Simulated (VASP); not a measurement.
# Sn23O47 (a cell with a defect) in VASP: single point with PBEsol

Aim: the single point of Sn23O47 (a cell with a defect) with PBEsol.

All numbers are computed with VASP 6.6.1; they aren't measurements. Logs are shortened: lines on timing, memory, paths and dates and some standing lists are left out, and cuts for length are marked.

## Step 1: The cell of the first run

The cell holds a defect, 70 atoms: a = 9.538 Å, b = 9.538 Å, c = 9.636 Å, α = 90.00°, β = 90.00°, γ = 90.00°.

## Step 2: Single point, PBEsol

File INCAR:

```
  PREC = Accurate
  ENCUT = 520
  EDIFF = 1E-7
  ISMEAR = -1
  SIGMA = 0.05
  LREAL = Auto
  LASPH = T
  NELM = 100
  ALGO = Normal
  ISIF = 2
  LWAVE = F
  LCHARG = F
  GGA = PS
  ISYM = 0
  NBANDS = 343
  NCORE = 4
```

File KPOINTS:

```
Automatic mesh
0
Gamma
  1 1 1
  0.25 0.25 0.25
```

File POSCAR:

```
Sn23O47
1.0
    9.5380920000      0.0000000000      0.0000000000
    0.0000000000      9.5380920000      0.0000000000
    0.0000000000      0.0000000000      9.6363030000
Sn O
23 47
Direct
    0.9871960000      0.0122440000      0.0145770000
    0.0014700000      0.9982820000      0.3331620000
    0.9875700000      0.0125370000      0.6517560000
    0.9998330000      0.4998230000      0.9989930000
    0.0017140000      0.4993370000      0.3331010000
    0.9996640000      0.4992960000      0.6672130000
    0.5004280000      0.0000530000      0.9991130000
    0.5003910000      0.9980180000      0.3332450000
    0.4998910000      0.9998790000      0.6673340000
    0.5042620000      0.4949730000      0.0080650000
    0.5048100000      0.4954940000      0.6582560000
    0.2544020000      0.2519450000      0.1697560000
    0.2549040000      0.2524420000      0.4962940000
    0.2507200000      0.2492610000      0.8332630000
    0.2487700000      0.7507960000      0.1648800000
    0.2489450000      0.7509490000      0.5014290000
    0.2695160000      0.7301940000      0.8331520000
    0.7443830000      0.2551790000      0.1683290000
    0.7445830000      0.2553570000      0.4980170000
    0.7485940000      0.2511220000      0.8331630000
    0.7473160000      0.7448570000      0.1700460000
    0.7478130000      0.7453860000      0.4965920000
    0.7505210000      0.7490550000      0.8330630000
    0.1533810000      0.1463900000      0.9984630000
    0.1509460000      0.1502370000      0.3332240000
    0.1537300000      0.1465330000      0.6677870000
    0.1403580000      0.6677830000      0.9905970000
    0.1469610000      0.6597740000      0.3330990000
    0.1410670000      0.6664680000      0.6753520000
    0.6631910000      0.1433200000      0.9978230000
    0.6534920000      0.1494180000      0.3331720000
    0.6627830000      0.1434300000      0.6684630000
    0.6561150000      0.6536060000      0.9992510000
    0.6527440000      0.6533300000      0.3335950000
    0.6565260000      0.6535760000      0.6668300000
    0.3461920000      0.3432460000      0.9994990000
    0.3464050000      0.3470310000      0.3327470000
    0.3461530000      0.3436570000      0.6670740000
    0.3332820000      0.8586310000      0.9909460000
    0.3399480000      0.8527610000      0.3332260000
    0.3318950000      0.8593920000      0.6757290000
    0.8562940000      0.3369320000      0.9978660000
    0.8503410000      0.3462250000      0.3331850000
    0.8564320000      0.3365090000      0.6685170000
    0.8532130000      0.8460530000      0.9985530000
    0.8495390000      0.8487850000      0.3331310000
    0.8533660000      0.8463940000      0.6678650000
    0.0990170000      0.4047000000      0.1643350000
    0.0988510000      0.4041560000      0.5016820000
    0.1019020000      0.4062790000      0.8331500000
    0.0948330000      0.9051090000      0.1635820000
    0.0946180000      0.9048820000      0.5027150000
    0.6003520000      0.4021700000      0.1638640000
    0.5974580000      0.3992570000      0.5024700000
    0.5988610000      0.4009110000      0.8331610000
    0.5955670000      0.9008790000      0.1646550000
    0.5950030000      0.9006940000      0.5020050000
    0.5934880000      0.8978480000      0.8331780000
    0.4039510000      0.0945370000      0.1653640000
    0.4038750000      0.0947700000      0.5009260000
    0.4086750000      0.1018240000      0.8332250000
    0.3955670000      0.6064200000      0.1466480000
    0.3932670000      0.6040890000      0.5196660000
    0.4139460000      0.5858090000      0.8331490000
    0.8975490000      0.1022530000      0.1754440000
    0.8974670000      0.1021350000      0.4909060000
    0.9139940000      0.0857530000      0.8331540000
    0.9049340000      0.5958240000      0.1654080000
    0.9051820000      0.5957850000      0.5009750000
    0.8979100000      0.5910750000      0.8331010000
```

Potentials or basis: VASP PAW PBE potentials, release 64 (Sn_d, O).

Run with:

```bash
$ cat potpaw_PBE.64/Sn_d/POTCAR potpaw_PBE.64/O/POTCAR > POTCAR
$ mpirun -np 4 vasp_std > vasp.out
```

OUTCAR:

```text
PREC = Accurate
   ENCUT = 520
   EDIFF = 1E-7
   ISMEAR = -1
   LREAL = Auto
   LASPH = T
   NELM = 100
   ISIF = 2
   GGA = PS
   ISYM = 0

 ion  position               nearest neighbor table
   1  0.987  0.012  0.015-  65 1.97  67 2.01  51 2.04  45 2.04  24 2.04   2 3.08   3 3.50  18 3.60
                            20 3.66  12 3.74  21 3.74
   2  0.001  0.998  0.333-  46 2.03  25 2.03  52 2.06  51 2.06  65 2.07  66 2.07   1 3.08   3 3.08
                            15 3.71  16 3.71
   3  0.988  0.013  0.652-  66 1.97  67 2.01  52 2.04  26 2.04  47 2.04   2 3.08   1 3.50  19 3.60
                            20 3.66  22 3.74  13 3.74
   4  1.000  0.500  0.999-  68 2.06  48 2.06  70 2.06  42 2.07  50 2.07  27 2.09   6 3.20   5 3.22
                            23 3.72  20 3.73  15 3.73  21 3.74  14 3.74  17 3.74  18 3.75
   5  0.002  0.499  0.333-  43 2.05  28 2.06  68 2.08  69 2.08  48 2.08  49 2.08   4 3.22   6 3.22
                            21 3.72  13 3.72  12 3.72  22 3.72  15 3.73  16 3.74  19 3.74  18 3.74
   6  1.000  0.499  0.667-  69 2.06  49 2.06  70 2.06  44 2.07  50 2.07  29 2.09   4 3.20   5 3.22
                            23 3.73  20 3.73  16 3.74  14 3.74  22 3.74  19 3.74  17 3.75
   7  0.500  0.000  0.999-  59 2.06  56 2.06  61 2.06  30 2.07  58 2.07  39 2.09   9 3.20   8 3.22
                            14 3.73  20 3.73  15 3.74  23 3.74  12 3.74  18 3.74  17 3.75
   8  0.500  0.998  0.333-  31 2.05  40 2.06  60 2.08  59 2.08  57 2.08  56 2.08   9 3.22   7 3.22
                            13 3.72  21 3.72  12 3.72  22 3.72  16 3.73  15 3.74  18 3.74  19 3.74
   9  0.500  1.000  0.667-  60 2.06  57 2.06  61 2.06  32 2.07  58 2.07  41 2.09   7 3.20   8 3.22
                            14 3.72  16 3.73  20 3.73  13 3.74  23 3.74  17 3.74  19 3.75
  10  0.504  0.495  0.008-  53 1.97  62 2.00  64 2.08  36 2.09  33 2.10  55 2.11  11 3.37  18 3.59
                            17 3.59  12 3.67  21 3.67  20 3.70
  11  0.505  0.495  0.658-  54 1.97  63 2.00  64 2.08  35 2.09  38 2.10  55 2.11  10 3.37  19 3.59
                            17 3.59  22 3.67  13 3.67  20 3.70
  12  0.254  0.252  0.170-  37 2.01  36 2.05  59 2.07  48 2.08  25 2.10  24 2.16  13 3.15  14 3.24
                            10 3.67   8 3.72   5 3.72   1 3.74   7 3.74
  13  0.255  0.252  0.496-  37 2.01  38 2.05  60 2.07  49 2.08  25 2.10  26 2.16  12 3.15  14 3.25
                            11 3.67   8 3.72   5 3.72   9 3.74   3 3.74
  14  0.251  0.249  0.833-  36 2.05  38 2.05  61 2.06  50 2.06  26 2.09  24 2.09  12 3.24  13 3.25
                             9 3.72   7 3.73   6 3.74   4 3.74
  15  0.249  0.751  0.165-  62 1.97  51 2.08  28 2.08  40 2.08  27 2.13  39 2.13  17 3.21  16 3.24
                             2 3.71   4 3.73   5 3.73   8 3.74   7 3.74
  16  0.249  0.751  0.501-  63 1.97  52 2.08  40 2.08  28 2.08  41 2.13  29 2.13  17 3.21  15 3.24
                             2 3.71   9 3.73   8 3.73   5 3.74   6 3.74
  17  0.270  0.730  0.833-  64 1.95  41 2.04  27 2.04  29 2.05  39 2.05  16 3.21  15 3.21  10 3.59
                            11 3.59   9 3.74   4 3.74   6 3.75   7 3.75
  18  0.744  0.255  0.168-  53 1.96  65 2.07  31 2.07  43 2.07  30 2.11  42 2.11  19 3.18  20 3.23
                            10 3.59   1 3.60   8 3.74   5 3.74   7 3.74   4 3.75
  19  0.745  0.255  0.498-  54 1.96  66 2.07  43 2.07  31 2.07  44 2.11  32 2.11  18 3.18  20 3.23
                            11 3.59   3 3.60   5 3.74   8 3.74   6 3.74   9 3.75
  20  0.749  0.251  0.833-  55 2.02  30 2.06  44 2.06  32 2.06  42 2.06  67 2.23  19 3.23  18 3.23
                             1 3.66   3 3.66  11 3.70  10 3.70   7 3.73   6 3.73   4 3.73   9 3.73
  21  0.747  0.745  0.170-  34 2.01  33 2.05  68 2.07  56 2.08  46 2.10  45 2.16  22 3.15  23 3.25
                            10 3.67   5 3.72   8 3.72   4 3.74   1 3.74
  22  0.748  0.745  0.497-  34 2.02  35 2.05  69 2.07  57 2.08  46 2.10  47 2.16  21 3.15  23 3.24
                            11 3.67   8 3.72   5 3.72   3 3.74   6 3.74
  23  0.751  0.749  0.833-  35 2.05  33 2.05  70 2.06  58 2.06  47 2.09  45 2.09  22 3.24  21 3.25
                             4 3.72   6 3.73   7 3.74   9 3.74
  24  0.153  0.146  0.998-   1 2.04  14 2.09  12 2.16
  25  0.151  0.150  0.333-   2 2.03  12 2.10  13 2.10
  26  0.154  0.147  0.668-   3 2.04  14 2.09  13 2.16
  27  0.140  0.668  0.991-  17 2.04   4 2.09  15 2.13
  28  0.147  0.660  0.333-   5 2.06  15 2.08  16 2.08
  29  0.141  0.666  0.675-  17 2.05   6 2.09  16 2.13
  30  0.663  0.143  0.998-  20 2.06   7 2.07  18 2.11
  31  0.653  0.149  0.333-   8 2.05  18 2.07  19 2.07
  32  0.663  0.143  0.668-  20 2.06   9 2.07  19 2.11
[... 24 lines left out ...]
  57  0.595  0.901  0.502-   9 2.06   8 2.08  22 2.08
  58  0.593  0.898  0.833-  23 2.06   7 2.07   9 2.07
  59  0.404  0.095  0.165-   7 2.06  12 2.07   8 2.08
  60  0.404  0.095  0.501-   9 2.06  13 2.07   8 2.08
  61  0.409  0.102  0.833-  14 2.06   9 2.06   7 2.06
  62  0.396  0.606  0.147-  15 1.97  10 2.00
  63  0.393  0.604  0.520-  16 1.97  11 2.00
  64  0.414  0.586  0.833-  17 1.95  11 2.08  10 2.08
  65  0.898  0.102  0.175-   1 1.97  18 2.07   2 2.07
  66  0.897  0.102  0.491-   3 1.97  19 2.07   2 2.07
  67  0.914  0.086  0.833-   1 2.01   3 2.01  20 2.23
  68  0.905  0.596  0.165-   4 2.06  21 2.07   5 2.08
[... 204 lines left out ...]
   NGXF,Y,Z  is equivalent  to a cutoff of  25.10, 25.10, 24.84 a.u.
 SYSTEM =  unknown system
   PREC   = accura    normal or accurate (medium, high low for compatibility)
   ISTART =      0    job   : 0-new  1-cont  2-samecut
   ICHARG =      2    charge: 1-file 2-atom 10-const
   ISPIN  =      1    spin polarized calculation?
   LNONCOLLINEAR =      F non collinear calculations
   LSORBIT =      F    spin-orbit coupling
   LASPH  =      T    aspherical Exc in radial PAW
   ENCUT  =  520.0 eV  38.22 Ry    6.18 a.u.  17.73 17.73 17.92*2*pi/ulx,y,z
   NELM   =    100;   NELMIN=  2; NELMDL= -5     # of ELM steps
   EDIFF  = 0.1E-06   stopping-criterion for ELM
   LREAL  =      T    real-space projection
   EDIFFG = 0.1E-05   stopping-criterion for IOM
   NSW    =      0    number of steps for IOM
   IBRION =     -1    ionic relax: 0-MD 1-quasi-New 2-CG
   NFREE  =      0    steps in history (QN), initial steepest desc. (CG)
   ISIF   =      2    stress and relaxation
   ISYM   =      0    0-nonsym 1-usesym 2-fastsym
   POTIM  = 0.5000    time-step for ionic-motion
   TEBEG  =    0.0;   TEEND  =   0.0 temperature during run
   PSTRESS=    0.0 pullay stress
   NELECT =     604.0000    total number of electrons
   NUPDOWN=      -1.0000    fix difference up-down
   EMIN   =  10.00;   EMAX   =-10.00  energy-range for DOS
   EFERMI =   0.00;   METHOD = LEGACY
   ISMEAR =    -1;   SIGMA  =   0.05  broadening in eV -4-tet -1-fermi 0-gaus
   EFERMI_NEDOS =   21; number of points for ismear=-14 and -15
   IALGO  =     38    algorithm
   IMIX   =      4    mixing-type and parameters
     AMIX     =   0.40;   BMIX     =  1.00
     AMIX_MAG =   1.60;   BMIX_MAG =  1.00
  volume/ion in A,a.u.               =      12.52        84.51
  Fermi-wavevector in a.u.,A,eV,Ry     =   1.445915  2.732382 28.445281  2.090669
  Thomas-Fermi vector in A             =   2.564043
   LORBIT       =      0    0 simple, 1 ext, 2 COOP (PROOUT), +10 PAW based schemes
   GGA     = PS    functional components
   LHFCALC =     F    Hartree Fock is set to
   AEXX    =    0.0000 exact exchange contribution
   IVDW    =     0    specifies the selected vdW correction
   LEPSILON=     F    determine dielectric tensor
   LRPA    =     F    only Hartree local field effects (RPA)
 non-spin polarized calculation
  energy-cutoff  :      520.00
  volume of cell :      876.66
 maximum number of plane-waves:     23594
 NGX is ok and might be reduce to    70
   NGX = 35   NGY = 35   NGZ = 35

 number of electron     604.0000075 magnetization

 Free energy of the ion-electron system (eV)
  ---------------------------------------------------
  ext. energy  EPLUGINS =         0.00000000
  ---------------------------------------------------
  free energy    TOTEN  =      -452.65235209 eV

  energy without entropy =     -452.46283806  energy(sigma->0) =     -452.55759507

 E-fermi :   5.2895     XC(G=0): -11.2120

 val. band max:        5.2424092500   @ k =   0.2500   0.2500   0.2500
 cond. band min:       5.3021096322   @ k =  -0.2500  -0.2500   0.2500
 fundamental gap:      0.0597003823
 Fermi energy:         5.2894671678

 k-point     1 :       0.2500    0.2500    0.2500
  band No.  band energies     occupation
      1     -16.0673      2.00000
      2     -15.9226      2.00000
      3     -15.8830      2.00000
      4     -15.7551      2.00000
      5     -15.7406      2.00000
      6     -15.6717      2.00000
[... 1257 lines left out ...]
    313      10.1345      0.00000
    314      10.2591      0.00000
 [bands above 314 left out]

------------------------ aborting loop because EDIFF is reached ----------------------------------------

  FORCE on cell =-STRESS in cart. coord.  units (eV):
  Direction    XX          YY          ZZ          XY          YZ          ZX
  --------------------------------------------------------------------------------------
  -------------------------------------------------------------------------------------
  Total        7.6505282      7.6684890     10.0083921     -8.3178329     -0.0185296     -0.0208220
  in kB       13.9819756     14.0148006     18.2911678    -15.2015305     -0.0338644     -0.0380539
  external PRESSURE =      15.4293147 kB  Pullay stress =       0.0000000 kB

 VOLUME and BASIS-vectors are now :
 -----------------------------------------------------------------------------
  energy-cutoff  :      520.00
  volume of cell :      876.66
      direct lattice vectors                 reciprocal lattice vectors
     9.538092000  0.000000000  0.000000000     0.104842771  0.000000000  0.000000000
     0.000000000  9.538092000  0.000000000     0.000000000  0.104842771  0.000000000
     0.000000000  0.000000000  9.636303000     0.000000000  0.000000000  0.103774238

 POSITION                                       TOTAL-FORCE (eV/Angst)
 -----------------------------------------------------------------------------------
      9.41597      0.11678      0.14047         0.011445     -0.017007     -0.032125
      0.01402      9.52171      3.21045        -0.011417      0.015792     -0.000298
      9.41953      0.11958      6.28052         0.016377     -0.010091      0.034871
      9.53650      4.76736      9.62660        -0.036105     -0.013505     -0.005664
      0.01635      4.76272      3.20986        -0.008289     -0.006337      0.006201
      9.53489      4.76233      6.42947         0.031264      0.025831      0.009208
[... 62 lines left out ...]
      8.63371      5.68265      4.82755        -0.041001      0.016129      0.003406
      8.56435      5.63773      8.02801        -0.012997      0.004663     -0.013164
 -----------------------------------------------------------------------------------
    total drift:                                0.006350      0.024874      0.006622

  FREE ENERGIE OF THE ION-ELECTRON SYSTEM (eV)
  ---------------------------------------------------
  free  energy   TOTEN  =      -452.6523520856 eV

  energy  without entropy=     -452.4628380576  energy(sigma->0) =     -452.55759507
```

Run time: 22 min. Hardware: 4 MPI ranks of Oxide Virtual Turin-like, shared host; peak memory 0.38 GiB.

What came out:

```yaml
Free_energy: -452.6524 eV
Pressure: 1.5 GPa
Largest_force: 0.094 eV/Å
Band_gap_on_the_k_mesh: 0.06 eV
```

Forces on the atoms (eV/Å):
```
Sn   0.011 -0.017 -0.032
Sn  -0.011  0.016  0.000
Sn   0.016 -0.010  0.035
Sn  -0.036 -0.014 -0.006
Sn  -0.008 -0.006  0.006
Sn   0.031  0.026  0.009
Sn  -0.019 -0.027 -0.002
Sn   0.008  0.001 -0.009
Sn   0.018  0.041  0.008
Sn   0.078  0.005 -0.025
Sn  -0.005 -0.075  0.022
Sn   0.003 -0.004 -0.041
Sn   0.016  0.019  0.088
Sn   0.005  0.015 -0.046
Sn  -0.017  0.045  0.034
Sn  -0.044  0.015 -0.031
Sn  -0.019  0.020  0.002
Sn   0.015  0.014  0.043
Sn  -0.016 -0.024 -0.040
Sn   0.018 -0.029 -0.006
Sn  -0.019 -0.014 -0.091
Sn   0.006 -0.004  0.038
Sn  -0.013 -0.005  0.045
O    0.013  0.005  0.004
O    0.040  0.032 -0.004
O   -0.002  0.000 -0.004
O    0.006 -0.006  0.019
O   -0.004  0.006 -0.001
O   -0.003  0.034  0.005
O    0.002 -0.001  0.010
O   -0.004 -0.017 -0.007
O    0.024 -0.009  0.011
O    0.004  0.002 -0.003
O   -0.012  0.003  0.011
O   -0.021 -0.013 -0.006
O    0.012  0.019  0.006
O   -0.002  0.012 -0.009
O   -0.004 -0.007  0.004
O   -0.035  0.004 -0.002
O   -0.006  0.004  0.000
O    0.007 -0.006 -0.019
O    0.011 -0.022 -0.008
O    0.014  0.004  0.004
O    0.000 -0.001 -0.009
O    0.001  0.000  0.001
O   -0.034 -0.040  0.002
O   -0.006 -0.013 -0.004
O    0.045 -0.021 -0.007
O    0.020 -0.003  0.006
O    0.016 -0.008  0.016
O    0.023 -0.021  0.009
O    0.023 -0.023 -0.008
O   -0.028 -0.015 -0.008
O    0.018  0.031  0.008
O   -0.020  0.019  0.000
O    0.003 -0.021 -0.009
O    0.021 -0.043  0.005
O    0.005 -0.018 -0.018
O   -0.018  0.042 -0.005
O   -0.012  0.017  0.005
O   -0.007  0.015  0.012
O   -0.025 -0.017 -0.007
O    0.019  0.025  0.007
O    0.016 -0.015  0.002
O   -0.013  0.014  0.026
O   -0.015  0.014 -0.027
O   -0.017  0.018  0.002
O   -0.015  0.012 -0.004
O   -0.041  0.016  0.003
O   -0.013  0.005 -0.013
```

Stress tensor (GPa, compression positive):
```
 1.40 -1.52  0.00
-1.52  1.40  0.00
 0.00  0.00  1.83
```

Caveat: semilocal functionals underestimate gaps, and a narrow one can read as zero; the PAW data sets were made with another functional, which shifts forces and pressure a little; spin-orbit coupling is left out, which moves the levels of the heavy elements.
